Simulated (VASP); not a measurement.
# AgBr (Fm-3m) in VASP: a series of runs

The runs below take AgBr through single point, with PBE.

All numbers are computed with VASP 6.6.1; they aren't measurements. Logs are shortened: lines on timing, memory, paths and dates and some standing lists are left out, and cuts for length are marked.

### 1 The cell of the first run

Symmetry: Fm-3m, No. 225, cubic system. Conventional cell: a = 5.721 Å, b = 5.721 Å, c = 5.721 Å, α = 90.00°, β = 90.00°, γ = 90.00°. Ag (site symmetry m-3m) has 6 Br at 2.86 Å within 3.8 Å. Br (site symmetry m-3m) has 6 Ag at 2.86 Å within 3.8 Å.

### 2 Single point, PBE (23.40 Å³/atom)

INCAR

```
PREC = Accurate
ENCUT = 500
EDIFF = 1E-6
ISMEAR = 0
SIGMA = 0.01
LREAL = F
LASPH = T
NELM = 120
ALGO = Normal
ISIF = 2
LWAVE = F
LCHARG = F
GGA = PE
NBANDS = 16
GGA_COMPAT = F
```

KPOINTS

```
regular mesh
0
Gamma
  6 6 6
```

POSCAR

```
AgBr
1.0
    0.0000000000      2.8604144035      2.8604144035
    2.8604144035      0.0000000000      2.8604144035
    2.8604144035      2.8604144035      0.0000000000
Ag Br
1 1
Direct
    0.0000000000      0.0000000000      0.0000000000
    0.5000000000      0.5000000000      0.5000000000
```

Potentials or basis: VASP PAW PBE potentials, release 64 (Ag, Br).

Command:

```
> cat potpaw_PBE.64/Ag/POTCAR potpaw_PBE.64/Br/POTCAR > POTCAR
> mpirun -np 1 vasp_std > vasp.out
```

OUTCAR:

```text
PREC = Accurate
   ENCUT = 500
   EDIFF = 1E-6
   ISMEAR = 0
   LREAL = F
   LASPH = T
   NELM = 120
   ISIF = 2
   GGA = PE

 ion  position               nearest neighbor table
   1  0.000  0.000  0.000-   2 2.86   2 2.86   2 2.86   2 2.86   2 2.86   2 2.86
   2  0.500  0.500  0.500-   1 2.86   1 2.86   1 2.86   1 2.86   1 2.86   1 2.86

  LATTYP: Found a face centered cubic cell.
 ALAT       =     5.7208288070

  Lattice vectors:

 A1 = (   0.0000000000,   2.8604144035,   2.8604144035)
 A2 = (   2.8604144035,   0.0000000000,   2.8604144035)
 A3 = (   2.8604144035,   2.8604144035,   0.0000000000)

Analysis of symmetry for initial positions (statically):
=====================================================================
 Subroutine PRICEL returns:
 Original cell was already a primitive cell.

 Routine SETGRP: Setting up the symmetry group for a
 face centered cubic supercell.

 Subroutine GETGRP returns: Found 48 space group operations
 (whereof 48 operations were pure point group operations)
 out of a pool of 48 trial point group operations.

The static configuration has the point symmetry O_h .

Analysis of symmetry for dynamics (positions and initial velocities):
=====================================================================
 Subroutine PRICEL returns:
 Original cell was already a primitive cell.

 Routine SETGRP: Setting up the symmetry group for a
 face centered cubic supercell.

 Subroutine GETGRP returns: Found 48 space group operations
 (whereof 48 operations were pure point group operations)
 out of a pool of 48 trial point group operations.

The dynamic configuration has the point symmetry O_h .

 Subroutine INISYM returns: Found 48 space group operations
 (whereof 48 operations are pure point group operations),
 and found     1 'primitive' translations

----------------------------------------------------------------------------------------

                                     Primitive cell

  volume of cell :      46.8077

  direct lattice vectors                    reciprocal lattice vectors
     0.000000000  2.860414404  2.860414404    -0.174799847  0.174799847  0.174799847
     2.860414404  0.000000000  2.860414404     0.174799847 -0.174799847  0.174799847
     2.860414404  2.860414404  0.000000000     0.174799847  0.174799847 -0.174799847

[... 70 lines left out ...]
   LSORBIT =      F    spin-orbit coupling
   LASPH  =      T    aspherical Exc in radial PAW
   ENCUT  =  500.0 eV  36.75 Ry    6.06 a.u.   7.38  7.38  7.38*2*pi/ulx,y,z
   NELM   =    120;   NELMIN=  2; NELMDL= -5     # of ELM steps
   EDIFF  = 0.1E-05   stopping-criterion for ELM
   LREAL  =      F    real-space projection
   EDIFFG = 0.1E-04   stopping-criterion for IOM
   NSW    =      0    number of steps for IOM
   IBRION =     -1    ionic relax: 0-MD 1-quasi-New 2-CG
   NFREE  =      0    steps in history (QN), initial steepest desc. (CG)
   ISIF   =      2    stress and relaxation
   ISYM   =      2    0-nonsym 1-usesym 2-fastsym
   POTIM  = 0.5000    time-step for ionic-motion
   TEBEG  =    0.0;   TEEND  =   0.0 temperature during run
   PSTRESS=    0.0 pullay stress
   NELECT =      18.0000    total number of electrons
   NUPDOWN=      -1.0000    fix difference up-down
   EMIN   =  10.00;   EMAX   =-10.00  energy-range for DOS
   EFERMI =   0.00;   METHOD = LEGACY
   ISMEAR =     0;   SIGMA  =   0.01  broadening in eV -4-tet -1-fermi 0-gaus
   EFERMI_NEDOS =   21; number of points for ismear=-14 and -15
   IALGO  =     38    algorithm
   IMIX   =      4    mixing-type and parameters
     AMIX     =   0.40;   BMIX     =  1.00
     AMIX_MAG =   1.60;   BMIX_MAG =  1.00
  volume/ion in A,a.u.               =      23.40       157.94
  Fermi-wavevector in a.u.,A,eV,Ry     =   1.190493  2.249705 19.283166  1.417273
  Thomas-Fermi vector in A             =   2.326576
   LORBIT       =      0    0 simple, 1 ext, 2 COOP (PROOUT), +10 PAW based schemes
   GGA     = PE    functional components
   LHFCALC =     F    Hartree Fock is set to
   AEXX    =    0.0000 exact exchange contribution
   IVDW    =     0    specifies the selected vdW correction
   LEPSILON=     F    determine dielectric tensor
   LRPA    =     F    only Hartree local field effects (RPA)
 non-spin polarized calculation
 Gauss-broadening in eV      SIGMA  =   0.01
  energy-cutoff  :      500.00
  volume of cell :       46.81
 maximum number of plane-waves:      1243
 NGX is ok and might be reduce to    30
   NGX = 15   NGY = 15   NGZ = 15

 number of electron      18.0000001 magnetization

 Free energy of the ion-electron system (eV)
  ---------------------------------------------------
  ext. energy  EPLUGINS =         0.00000000
  ---------------------------------------------------
  free energy    TOTEN  =        -4.97423331 eV

  energy without entropy =       -4.97423331  energy(sigma->0) =       -4.97423331

 E-fermi :   3.8288     XC(G=0):  -9.9124

 val. band max:        3.7489842377   @ k =   0.5000   0.0000   0.0000
 cond. band min:       4.4181218809   @ k =   0.0000   0.0000   0.0000
 fundamental gap:      0.6691376433
 Fermi energy:         3.8288277187

 k-point     1 :       0.0000    0.0000    0.0000
  band No.  band energies     occupation
      1     -11.3998      2.00000
      2       0.9059      2.00000
      3       0.9059      2.00000
      4       0.9059      2.00000
      5       0.9064      2.00000
      6       0.9064      2.00000
[... 281 lines left out ...]
      3      -0.3243      2.00000
      4       0.0026      2.00000
      5       1.3276      2.00000
      6       1.3283      2.00000
[... 8 lines left out ...]
     15      17.4455      0.00000
     16      18.6098      0.00000

------------------------ aborting loop because EDIFF is reached ----------------------------------------

  FORCE on cell =-STRESS in cart. coord.  units (eV):
  Direction    XX          YY          ZZ          XY          YZ          ZX
  --------------------------------------------------------------------------------------
  -------------------------------------------------------------------------------------
  Total        0.8282121      0.8282121      0.8282121      0.0000000      0.0000000      0.0000000
  in kB       28.3488409     28.3488409     28.3488409      0.0000000      0.0000000      0.0000000
  external PRESSURE =      28.3488409 kB  Pullay stress =       0.0000000 kB

 VOLUME and BASIS-vectors are now :
 -----------------------------------------------------------------------------
  energy-cutoff  :      500.00
  volume of cell :       46.81
      direct lattice vectors                 reciprocal lattice vectors
     0.000000000  2.860414404  2.860414404    -0.174799847  0.174799847  0.174799847
     2.860414404  0.000000000  2.860414404     0.174799847 -0.174799847  0.174799847
     2.860414404  2.860414404  0.000000000     0.174799847  0.174799847 -0.174799847

 POSITION                                       TOTAL-FORCE (eV/Angst)
 -----------------------------------------------------------------------------------
      0.00000      0.00000      0.00000        -0.000000      0.000000      0.000000
      2.86041      2.86041      2.86041         0.000000     -0.000000     -0.000000
 -----------------------------------------------------------------------------------
    total drift:                               -0.000000      0.000000      0.000000

  FREE ENERGIE OF THE ION-ELECTRON SYSTEM (eV)
  ---------------------------------------------------
  free  energy   TOTEN  =        -4.9742333091 eV

  energy  without entropy=       -4.9742333091  energy(sigma->0) =       -4.97423331
```

stdout:

```text
POSCAR found type information on POSCAR AgBr
 POSCAR found :  2 types and       2 ions
 scaLAPACK will be used
 LDA part: xc-table for (Slater+PW92), standard interpolation
 POSCAR, INCAR and KPOINTS ok, starting setup
 FFT: planning ... GRIDC
 FFT: planning ... GRID_SOFT
 FFT: planning ... GRID
 WAVECAR not read
 entering main loop
```

Run time: 7.4 s. Hardware: 1 thread of Intel Xeon 6975P-C (Granite Rapids), shared host; peak memory 0.17 GiB.

Results:

```
Free energy            : -4.9742 eV
Pressure               : 2.8 GPa
Band gap on the k mesh : 0.67 eV (least direct gap 2.64 eV)
```

Levels at points of the mesh, in eV from the valence-band top:
| k point | band 5 | band 6 | band 7 | band 8 | band 9 | band 10 | band 11 | band 12 | band 13 | band 14 |
| --- | --- | --- | --- | --- | --- | --- | --- | --- | --- | --- |
| (0.00, 0.00, 0.00) | -2.84 | -2.84 | -1.97 | -1.97 | -1.97 | 0.67 | 9.91 | 9.91 | 9.91 | 11.12 |
| (0.50, 0.00, 0.00) | -2.53 | -2.53 | -2.18 | 0.00 | 0.00 | 3.70 | 6.66 | 6.74 | 6.74 | 12.27 |
| (0.50, 0.50, 0.00) | -2.89 | -2.68 | -2.42 | -2.42 | -2.31 | 1.58 | 7.04 | 9.11 | 11.09 | 11.09 |

A k mesh can miss the band edges.

### 3 Single point, PBE (24.15 Å³/atom)

This run uses another cell than the first one, of 24.15 Å³/atom.

INCAR

```
PREC     = Accurate       # precision mode
ENCUT    = 500            # plane-wave cutoff, eV
EDIFF    = 1E-6           # SCF threshold, eV
ISMEAR   = 0              # smearing method
SIGMA    = 0.01           # smearing width, eV
LREAL    = F              # projectors in reciprocal space
LASPH    = T              # aspherical terms in the spheres
NELM     = 120            # most SCF steps
ALGO     = Normal         # electronic algorithm
ISIF     = 2              # what is computed and relaxed
LWAVE    = F              # write WAVECAR
LCHARG   = F              # write CHGCAR
GGA      = PE             # functional
NBANDS   = 16             # bands
GGA_COMPAT= F
```

KPOINTS

```
Automatic mesh
0
Gamma
  6 6 6
```

POSCAR

```
AgBr
1.0
    0.0000000000      2.8905262416      2.8905262416
    2.8905262416      0.0000000000      2.8905262416
    2.8905262416      2.8905262416      0.0000000000
Ag Br
1 1
Direct
    0.0000000000      0.0000000000      0.0000000000
    0.5000000000      0.5000000000      0.5000000000
```

Potentials or basis: VASP PAW PBE potentials, release 64 (Ag, Br).

Command:

```
> cat potpaw_PBE.64/Ag/POTCAR potpaw_PBE.64/Br/POTCAR > POTCAR
> mpirun -np 1 vasp_std > vasp.out
```

OUTCAR:

```text
PREC = Accurate
   ENCUT = 500
   EDIFF = 1E-6
   ISMEAR = 0
   LREAL = F
   LASPH = T
   NELM = 120
   ISIF = 2
   GGA = PE

 ion  position               nearest neighbor table
   1  0.000  0.000  0.000-   2 2.89   2 2.89   2 2.89   2 2.89   2 2.89   2 2.89
   2  0.500  0.500  0.500-   1 2.89   1 2.89   1 2.89   1 2.89   1 2.89   1 2.89

  LATTYP: Found a face centered cubic cell.
 ALAT       =     5.7810524832

  Lattice vectors:
[... 479 lines left out ...]
     15      16.9710      0.00000
     16      18.1760      0.00000

------------------------ aborting loop because EDIFF is reached ----------------------------------------

  FORCE on cell =-STRESS in cart. coord.  units (eV):
  Direction    XX          YY          ZZ          XY          YZ          ZX
  --------------------------------------------------------------------------------------
  -------------------------------------------------------------------------------------
  Total        0.3863767      0.3863767      0.3863767      0.0000000     -0.0000000     -0.0000000
  in kB       12.8162444     12.8162444     12.8162444      0.0000000     -0.0000000     -0.0000000
  external PRESSURE =      12.8162444 kB  Pullay stress =       0.0000000 kB

 VOLUME and BASIS-vectors are now :
 -----------------------------------------------------------------------------
  energy-cutoff  :      500.00
  volume of cell :       48.30
      direct lattice vectors                 reciprocal lattice vectors
     0.000000000  2.890526242  2.890526242    -0.172978883  0.172978883  0.172978883
     2.890526242  0.000000000  2.890526242     0.172978883 -0.172978883  0.172978883
     2.890526242  2.890526242  0.000000000     0.172978883  0.172978883 -0.172978883

 POSITION                                       TOTAL-FORCE (eV/Angst)
 -----------------------------------------------------------------------------------
      0.00000      0.00000      0.00000         0.000000     -0.000000     -0.000000
      2.89053      2.89053      2.89053         0.000000      0.000000      0.000000
 -----------------------------------------------------------------------------------
    total drift:                               -0.000000      0.000000      0.000000

  FREE ENERGIE OF THE ION-ELECTRON SYSTEM (eV)
  ---------------------------------------------------
  free  energy   TOTEN  =        -4.9933325822 eV

  energy  without entropy=       -4.9933325822  energy(sigma->0) =       -4.99333258
```

Wall time 7.9 s (1 thread of Intel Xeon 6975P-C (Granite Rapids), shared host); peak memory 0.17 GiB.

What came out:

* Free energy: -4.9933 eV
* Pressure: 1.3 GPa
* Band gap on the k mesh: 0.68 eV (least direct gap 2.53 eV)

### 4 Single point, PBE

This run uses another cell than the first one, of 24.90 Å³/atom.

INCAR

```
SYSTEM = AgBr
PREC = Accurate
ENCUT = 500
EDIFF = 1E-6
ISMEAR = 0
SIGMA = 0.01
LREAL = .FALSE.
LASPH = .TRUE.
NELM = 120
ALGO = Normal
ISIF = 2
LWAVE = .FALSE.
LCHARG = .FALSE.
GGA = PE
NBANDS = 16
GGA_COMPAT = .FALSE.
```

KPOINTS

```
regular mesh
0
G
  6 6 6
  0 0 0
```

POSCAR

```
AgBr
1.0
    0.0000000000      2.9200234446      2.9200234446
    2.9200234446      0.0000000000      2.9200234446
    2.9200234446      2.9200234446      0.0000000000
Ag Br
1 1
Direct
    0.0000000000      0.0000000000      0.0000000000
    0.5000000000      0.5000000000      0.5000000000
```

Potentials or basis: VASP PAW PBE potentials, release 64 (Ag, Br).

Command:

```
> cat potpaw_PBE.64/Ag/POTCAR potpaw_PBE.64/Br/POTCAR > POTCAR
> mpirun -np 1 vasp_std > vasp.out
```

OUTCAR:

```text
SYSTEM = AgBr
   PREC = Accurate
   ENCUT = 500
   EDIFF = 1E-6
   ISMEAR = 0
   LREAL = .FALSE.
   LASPH = .TRUE.
   NELM = 120
   ISIF = 2
   GGA = PE

 ion  position               nearest neighbor table
   1  0.000  0.000  0.000-   2 2.92   2 2.92   2 2.92   2 2.92   2 2.92   2 2.92
   2  0.500  0.500  0.500-   1 2.92   1 2.92   1 2.92   1 2.92   1 2.92   1 2.92

  LATTYP: Found a face centered cubic cell.
 ALAT       =     5.8400468892

  Lattice vectors:

 A1 = (   0.0000000000,   2.9200234446,   2.9200234446)
 A2 = (   2.9200234446,   0.0000000000,   2.9200234446)
 A3 = (   2.9200234446,   2.9200234446,   0.0000000000)

Analysis of symmetry for initial positions (statically):
=====================================================================
 Subroutine PRICEL returns:
 Original cell was already a primitive cell.

 Routine SETGRP: Setting up the symmetry group for a
 face centered cubic supercell.

 Subroutine GETGRP returns: Found 48 space group operations
 (whereof 48 operations were pure point group operations)
 out of a pool of 48 trial point group operations.

The static configuration has the point symmetry O_h .

Analysis of symmetry for dynamics (positions and initial velocities):
[... 152 lines left out ...]
 val. band max:        3.0038451011   @ k =   0.5000   0.0000   0.0000
 cond. band min:       3.6905252930   @ k =   0.0000   0.0000   0.0000
 fundamental gap:      0.6866801919
 Fermi energy:         3.0546488030

 k-point     1 :       0.0000    0.0000    0.0000
  band No.  band energies     occupation
      1     -11.7530      2.00000
      2       0.4149      2.00000
      3       0.4149      2.00000
      4       0.4153      2.00000
      5       0.4153      2.00000
      6       0.4153      2.00000
[... 281 lines left out ...]
      3      -0.6885      2.00000
      4      -0.3575      2.00000
      5       0.7691      2.00000
      6       0.7755      2.00000
[... 8 lines left out ...]
     15      16.5250      0.00000
     16      17.7672      0.00000

------------------------ aborting loop because EDIFF is reached ----------------------------------------

  FORCE on cell =-STRESS in cart. coord.  units (eV):
  Direction    XX          YY          ZZ          XY          YZ          ZX
  --------------------------------------------------------------------------------------
  -------------------------------------------------------------------------------------
  Total       -0.0007080     -0.0007080     -0.0007080     -0.0000000      0.0000000     -0.0000000
  in kB       -0.0227814     -0.0227814     -0.0227814     -0.0000000      0.0000000     -0.0000000
  external PRESSURE =      -0.0227814 kB  Pullay stress =       0.0000000 kB

 VOLUME and BASIS-vectors are now :
 -----------------------------------------------------------------------------
  energy-cutoff  :      500.00
  volume of cell :       49.80
      direct lattice vectors                 reciprocal lattice vectors
     0.000000000  2.920023445  2.920023445    -0.171231502  0.171231502  0.171231502
     2.920023445  0.000000000  2.920023445     0.171231502 -0.171231502  0.171231502
     2.920023445  2.920023445  0.000000000     0.171231502  0.171231502 -0.171231502

 POSITION                                       TOTAL-FORCE (eV/Angst)
 -----------------------------------------------------------------------------------
      0.00000      0.00000      0.00000         0.000000      0.000000      0.000000
      2.92002      2.92002      2.92002         0.000000     -0.000000     -0.000000
 -----------------------------------------------------------------------------------
    total drift:                               -0.000000      0.000000      0.000000

  FREE ENERGIE OF THE ION-ELECTRON SYSTEM (eV)
  ---------------------------------------------------
  free  energy   TOTEN  =        -4.9992337391 eV

  energy  without entropy=       -4.9992337391  energy(sigma->0) =       -4.99923374
```

OSZICAR:

```text
N       E                     dE             d eps       ncg     rms          rms(c)
DAV:   1     0.941303317210E+02    0.94130E+02   -0.81968E+03   512   0.965E+02
DAV:   2    -0.189600909683E+01   -0.96026E+02   -0.89180E+02   616   0.209E+02
DAV:   3    -0.510430324547E+01   -0.32083E+01   -0.32031E+01   640   0.396E+01
DAV:   4    -0.512115334279E+01   -0.16850E-01   -0.16849E-01   640   0.311E+00
DAV:   5    -0.512132191533E+01   -0.16857E-03   -0.16857E-03   632   0.310E-01    0.517E+00
DAV:   6    -0.500348775701E+01    0.11783E+00   -0.18112E-01   632   0.594E+00    0.342E+00
DAV:   7    -0.499906674937E+01    0.44210E-02   -0.62151E-02   584   0.164E+00    0.146E+00
DAV:   8    -0.499914712158E+01   -0.80372E-04   -0.43229E-03   624   0.654E-01    0.260E-01
DAV:   9    -0.499920127968E+01   -0.54158E-04   -0.49560E-04   624   0.247E-01    0.353E-02
DAV:  10    -0.499922757632E+01   -0.26297E-04   -0.44588E-05   608   0.865E-02    0.217E-02
DAV:  11    -0.499923400759E+01   -0.64313E-05   -0.14149E-05   584   0.297E-02    0.639E-03
DAV:  12    -0.499923373911E+01    0.26848E-06   -0.97723E-07   480   0.930E-03
   1 F= -.49992337E+01 E0= -.49992337E+01  d E =-.129074E-14
```

stdout:

```text
POSCAR found type information on POSCAR AgBr
 POSCAR found :  2 types and       2 ions
 scaLAPACK will be used
 LDA part: xc-table for (Slater+PW92), standard interpolation
 POSCAR, INCAR and KPOINTS ok, starting setup
 FFT: planning ... GRIDC
 FFT: planning ... GRID_SOFT
 FFT: planning ... GRID
 WAVECAR not read
 entering main loop
```

Wall time 8.3 s (1 thread of Intel Xeon 6975P-C (Granite Rapids), shared host); peak memory 0.16 GiB.

What came out:

```yaml
Free_energy: -4.9992 eV
Pressure: 0.0 GPa
Band_gap_on_the_k_mesh: 0.69 eV (least direct gap 2.44 eV)
```

(Continued in part 2 of 2.)
